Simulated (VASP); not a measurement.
Set up this calculation in VASP 6.6.1, as the native input.

- Task: single point
- Functional: r2SCAN
- Dispersion: D4
- Potentials or basis: VASP PAW PBE potentials, release 64 (Ni, Mo_sv, Pd, Ir, W_sv)
- Cutoff: 520 eV
- k mesh: 8 × 8 × 2
- Occupations: fermi-dirac, width 0.05 eV
- Spin: collinear spin, ferromagnetic start
- Starting moments: [1.0, 1.0, 0.0, 0.6, 0.0] μB
- Dipole correction: no
- Further INCAR settings: ALGO = Normal; EDIFF = 1e-06; NBANDS = 40

The system is NiMoIrPdW.

```xyz
5
Lattice="2.3264 -1.4140 0.0130 2.3264 1.4140 0.0130 -2.1700 0.0000 10.8243" Properties=species:S:1:pos:R:3 pbc="T T T"
Ni    1.6742    0.0000    3.2091
Mo   -0.4894    0.0000    9.8849
Pd    0.0783    0.0000    5.3049
Ir    3.2600    0.0000    1.2072
W     1.6838    0.0000    7.5199
```

One way to write it, as run:

POSCAR

```
NiMoIrPdW
1.0
    2.3264078057     -1.4139997990      0.0130214277
    2.3264078057      1.4139997990      0.0130214277
   -2.1700424024      0.0000000000     10.8243364143
Ni Mo Pd Ir W
1 1 1 1 1
Direct
    0.4975440481      0.4975440481      0.2952731089
    0.3203749147      0.3203749147      0.9124438936
    0.2451229963      0.2451229963      0.4894972838
    0.7518147548      0.7518147548      0.1097195320
    0.6851332861      0.6851332861      0.6930761817
```

INCAR.step1

```
PREC = Accurate
ENCUT = 520
ISMEAR = -1
SIGMA = 0.05
LREAL = F
LASPH = T
NELM = 150
ISPIN = 2
MAGMOM = 1 1 0 0.6 0
LMAXMIX = 4
NBANDS = 40
GGA = PE
ALGO = Normal
EDIFF = 1E-4
LWAVE = T
LCHARG = F
```

INCAR.step2

```
PREC = Accurate
ENCUT = 520
EDIFF = 1E-6
ISMEAR = -1
SIGMA = 0.05
LREAL = F
LASPH = T
NELM = 150
ALGO = Normal
ISIF = 2
LWAVE = F
LCHARG = F
ISPIN = 2
MAGMOM = 1 1 0 0.6 0
LORBIT = 11
LMAXMIX = 4
METAGGA = R2SCAN
LMIXTAU = T
IVDW = 13
VDW_S6 = 1.0
VDW_S8 = 0.6018749
VDW_A1 = 0.51559235
VDW_A2 = 5.77342911
NBANDS = 40
ISTART = 1
```

KPOINTS

```
regular mesh
0
Gamma
  8 8 2
```

Potentials or basis: VASP PAW PBE potentials, release 64 (Ni, Mo_sv, Pd, Ir, W_sv).

Run with:

```sh
$ cat potpaw_PBE.64/Ni/POTCAR potpaw_PBE.64/Mo_sv/POTCAR potpaw_PBE.64/Pd/POTCAR potpaw_PBE.64/Ir/POTCAR potpaw_PBE.64/W_sv/POTCAR > POTCAR
$ cp INCAR.step1 INCAR
$ mpirun -np 1 vasp_std > vasp.out
$ cp INCAR.step2 INCAR
$ mpirun -np 1 vasp_std > vasp.out
```

Results of the run:

| Quantity | Value |
| --- | --- |
| Pressure | 1.3 GPa |
| Largest force | 0.050 eV/Å |
| Net moment | 0.00 μB per cell |
| Valence electrons inside the program's atomic spheres | Ni 9.24; Mo 12.55; Pd 9.66; Ir 8.43; W 12.08 |
| Dispersion energy per atom | -0.212 eV |

Caveat: the PAW data sets were made with another functional, which shifts forces and pressure a little; pairwise dispersion overbinds metals, which lowers pressure and volume.

Run time: 9.3 min on 1 thread of Intel(R) Xeon(R) 6975P-C (Granite Rapids) (shared host), peak memory 0.37 GiB.
